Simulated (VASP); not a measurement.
The system is Ti.

```xyz
4
Lattice="2.9655 0.0000 0.0000 -1.4827 2.5682 0.0000 0.0000 0.0000 9.5643" Properties=species:S:1:pos:R:3 pbc="T T T"
Ti    0.0000    0.0000    0.0000
Ti    0.0000    0.0000    4.7821
Ti    0.0000    1.7121    7.1732
Ti    1.4827    0.8561    2.3911
```

| Item | Value |
| --- | --- |
| Program | VASP 6.6.1 |
| Task | relaxation of cell and atoms |
| Functional | PBEsol |
| Potentials or basis | VASP PAW PBE potentials, release 64 (Ti_sv) |
| Cutoff | 550 eV |
| k mesh | 6 × 6 × 2 |
| Occupations | gaussian, width 0.1 eV |
| Spin | no spin polarisation |

At the start: pressure -8.5 GPa; volume 18.21 Å³/atom.

Task: How do energy, volume and symmetry change on relaxing?

Result: Over 3 steps the energy falls by 42.0 meV/atom and the volume is 16.74 Å³/atom (-8.1 %); space group P6_3/mmc (No. 194, to 0.1 Å) before and after.

Step by step:
| step | energy change (eV) | largest force (eV/Å) | pressure (GPa) | volume (Å³) |
| --- | --- | --- | --- | --- |
| 1 | 0.0000 | 0.0000 | -8.53 | 72.84 |
| 2 | -0.0813 | 0.0000 | 7.57 | 63.09 |
| 3 | -0.1680 | 0.0000 | -0.05 | 66.95 |

Final structure:
```
CELL_PARAMETERS angstrom
2.88421 0.00000 0.00000
-1.44210 2.49780 0.00000
0.00000 0.00000 9.29280
ATOMIC_POSITIONS crystal
Ti 0.00000 0.00000 0.00000
Ti 0.00000 0.00000 0.50000
Ti 0.33333 0.66667 0.75000
Ti 0.66667 0.33333 0.25000
```

Caveat: the k points lie up to 0.42 Å⁻¹ apart in the final cell, too coarse for converged energies and pressures of a metal; the highest band is partly filled, so the run has too few bands; the PAW data sets were made with another functional, which shifts forces and pressure a little.
